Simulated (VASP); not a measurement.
A run of VASP 6.6.1:

Contents of POSCAR:

```
TiO2
1.0
    4.5628552505      0.0000000000      0.0000000000
    0.0000000000      4.5628552505      0.0000000000
    0.0000000000      0.0000000000      3.0829707917
Ti O
2 4
Direct
    0.5000000000      0.5000000000      0.0000000000
    0.0000000000      0.0000000000      0.5000000000
    0.6945467967      0.6945467967      0.5000000000
    0.8054532033      0.1945467967      0.0000000000
    0.1945467967      0.8054532033      0.0000000000
    0.3054532033      0.3054532033      0.5000000000
```

The input INCAR.step1:

```
PREC = Accurate
ENCUT = 520
ISMEAR = 0
SIGMA = 0.02
LREAL = False
LASPH = True
NELM = 150
LMAXMIX = 4
LDAU = True
LDAUTYPE = 2
LDAUL = 2 -1
LDAUU = 4 0
LDAUJ = 0 0
NBANDS = 33
GGA = PE
ALGO = Normal
EDIFF = 1E-4
LWAVE = True
LCHARG = False
```

Contents of INCAR.step2:

```
PREC = Accurate
ENCUT = 520
EDIFF = 1E-6
ISMEAR = 0
SIGMA = 0.02
LREAL = False
LASPH = True
NELM = 150
ALGO = Normal
ISIF = 2
LWAVE = False
LCHARG = True
LMAXMIX = 4
LDAU = True
LDAUTYPE = 2
LDAUL = 2 -1
LDAUU = 4 0
LDAUJ = 0 0
LDAUPRINT = 1
METAGGA = R2SCAN
LMIXTAU = True
LELF = True
LVHAR = True
NBANDS = 33
ISTART = 1
```

The input KPOINTS:

```
Automatic mesh
0
Gamma
  6 6 8
```

Potentials or basis: VASP PAW PBE potentials, release 64 (Ti_sv, O).

Command:

```bash
$ cat potpaw_PBE.64/Ti_sv/POTCAR potpaw_PBE.64/O/POTCAR > POTCAR
$ cp INCAR.step1 INCAR
$ mpirun -np 1 vasp_std > vasp.out
$ cp INCAR.step2 INCAR
$ mpirun -np 1 vasp_std > vasp.out
```

Hardware: 1 thread of Intel Xeon 8259CL (shared host).

Problem. How long does it take, and how much memory?

Solution. It took 7.8 min on 1 thread of Intel Xeon 8259CL, on a shared host, peak memory 0.23 GiB. Counts: k points 50.
